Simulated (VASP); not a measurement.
I:

```xyz
4
Lattice="3.6350 -2.3950 0.0000 3.6350 2.3950 0.0000 0.0000 0.0000 9.7934" Properties=species:S:1:pos:R:3 pbc="T T T"
I     3.6350   -1.6799    8.6613
I     3.6350    0.7152    6.0288
I     3.6350    1.6799    1.1321
I     3.6350   -0.7152    3.7646
```

- Program: VASP 6.6.1
- Task: relaxation of cell and atoms
- Functional: PBEsol
- Potentials or basis: VASP PAW PBE potentials, release 64 (I)
- Cutoff: 600 eV
- k mesh: 6 × 6 × 3
- Occupations: fermi-dirac, width 0.02 eV
- Spin: no spin polarisation

At the start: pressure 0.1 GPa; volume 42.63 Å³/atom.

Q: How do energy, volume and symmetry change on relaxing?

A: Over 17 steps the energy falls by 47.7 meV/atom and the volume is 39.66 Å³/atom (-7.0 %); space group Cmce (No. 64, to 0.1 Å) before and after.

Step by step:
| step | energy change (eV) | largest force (eV/Å) | pressure (GPa) | volume (Å³) |
| --- | --- | --- | --- | --- |
| 1 | 0.0000 | 0.7642 | 0.09 | 170.52 |
| 2 | -0.0620 | 0.1448 | -1.19 | 171.08 |
| 3 | -0.0626 | 0.1009 | -1.30 | 171.14 |
| 4 | -0.1186 | 0.0614 | -0.95 | 166.68 |
| 5 | -0.1617 | 0.1230 | -0.07 | 159.87 |
| 6 | -0.1619 | 0.1399 | 0.03 | 159.26 |
| 7 | -0.1619 | 0.1331 | -0.01 | 159.50 |
| 8 | -0.1658 | 0.1244 | 0.03 | 159.33 |
| 9 | -0.1755 | 0.1094 | 0.14 | 158.82 |
| 10 | -0.1842 | 0.1569 | 0.41 | 157.74 |
| 11 | -0.1870 | 0.1198 | 0.25 | 158.17 |
| 12 | -0.1891 | 0.0461 | -0.12 | 159.20 |
| 13 | -0.1892 | 0.0576 | -0.05 | 159.00 |
| 14 | -0.1895 | 0.0498 | -0.04 | 158.96 |
| 15 | -0.1903 | 0.0274 | -0.01 | 158.83 |
| 16 | -0.1905 | 0.0248 | 0.05 | 158.56 |
| 17 | -0.1906 | 0.0129 | 0.02 | 158.64 |

Final structure:
```
I
1.0
     3.74718   -2.18806    0.00000
     3.74718    2.18806    0.00000
     0.00000    0.00000    9.67455
I
4
Direct
  0.82940 0.17060 0.87714
  0.32940 0.67060 0.62286
  0.17060 0.82940 0.12286
  0.67060 0.32940 0.37714
```

Caveat: this functional lacks dispersion, which holds the molecules together, so the pressure and a relaxed volume are unreliable; the PAW data sets were made with another functional, which shifts forces and pressure a little.
